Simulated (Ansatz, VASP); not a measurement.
**PbSe: VASP beside Ansatz**

Contents of POSCAR:

```
PbSe
1.0
    2.1377037770     -5.9967639440      0.0000000000
    2.1377037770      5.9967639440      0.0000000000
    0.0000000000      0.0000000000      4.4334888881
Pb Se
2 2
Direct
    0.6284359949      0.3715640051      0.7500000000
    0.3715640051      0.6284359949      0.2500000000
    0.8626836356      0.1373163644      0.7500000000
    0.1373163644      0.8626836356      0.2500000000
```

The input INCAR.step1:

```
ALGO = Normal ; EDIFF = 1E-4
ENCUT = 520 ; GGA = PE
ISMEAR = 0 ; LASPH = True
LCHARG = False ; LREAL = False
LWAVE = True ; NBANDS = 28
NELM = 60 ; PREC = Accurate
SIGMA = 0.01
```

INCAR.step2

```
ALGO = Normal ; EDIFF = 1E-6
ENCUT = 520 ; ISIF = 2
ISMEAR = 0 ; ISTART = 1
LASPH = True ; LCHARG = False
LMIXTAU = True ; LREAL = False
LWAVE = False ; METAGGA = R2SCAN
NBANDS = 28 ; NELM = 60
PREC = Accurate ; SIGMA = 0.01
```

Contents of KPOINTS:

```
k-points
0
Gamma
  6 6 6
```

Input for Ansatz:

```yaml
crystal:
  lattice:
    - [2.137703777, -5.996763944, 0.0]
    - [2.137703777, 5.996763944, 0.0]
    - [0.0, 0.0, 4.4334888881]
  atoms:
    - { symbol: Pb, position: [0.6284359949, 0.3715640051, 0.75] }
    - { symbol: Pb, position: [0.3715640051, 0.6284359949, 0.25] }
    - { symbol: Se, position: [0.8626836356, 0.1373163644, 0.75] }
    - { symbol: Se, position: [0.1373163644, 0.8626836356, 0.25] }
kpoints:
  mp_grid: { grid: [6, 6, 6] }
  band_path:
    path:
      - [0.0, 0.0, 0.0]
      - [-0.5, 0.5, 0.0]
      - [-0.2817688249, 0.7182311751, 0.0]
      - [0.2817688249, 0.2817688249, 0.0]
      - [0.0, 0.0, 0.5]
      - [0.2817688249, 0.2817688249, 0.5]
      - [-0.2817688249, 0.7182311751, 0.5]
      - [-0.5, 0.5, 0.5]
      - [0.0, 0.5, 0.0]
      - [0.5, -0.5, 0.382813]
      - [0.209635, 0.209635, 0.0]
      - [-0.5, 0.5, 0.4]
    npoints: 1
hamiltonian:
  xc: r2scan
scf:
  occupations: { method: fixed }
  n_extra_bands: 5
output:
  forces: true
  stress: true
  eigenvalues: true
```

Alike in both runs: task single point; functional r2SCAN; k mesh 6 × 6 × 6; no spin polarisation.

|  | VASP | Ansatz |
| --- | --- | --- |
| version | VASP 6.6.1 | Ansatz 0.2.0 |
| potentials or method | VASP PAW PBE potentials, release 64 (Pb_d, Se) | plane waves, PAW |
| plane-wave cutoff (eV) | 520 | 500 |
| occupations | gaussian, width 0.01 eV | fixed |
| valence electrons in the cell | 40 | 60 |

```tsv
	VASP	Ansatz	Ansatz less VASP
gap on the k mesh at the Fermi level (eV)	1.40	1.40	+0.001
pressure (GPa)	1.0	1.0	-0.03
traceless stress, the component that is largest in VASP (GPa)	0.07	0.05	-0.027
rms of the force components (eV/Å)	0.004	0.010	+0.0062
```

VASP's potentials were made for PBE, not for r2SCAN. Atom by atom the forces differ by 0.007 eV/Å (rms over components). VASP's potentials hold 40 valence electrons a cell and Ansatz's 60, so a difference there can come from the potentials and not from the codes.

Neither program's run includes spin-orbit coupling.
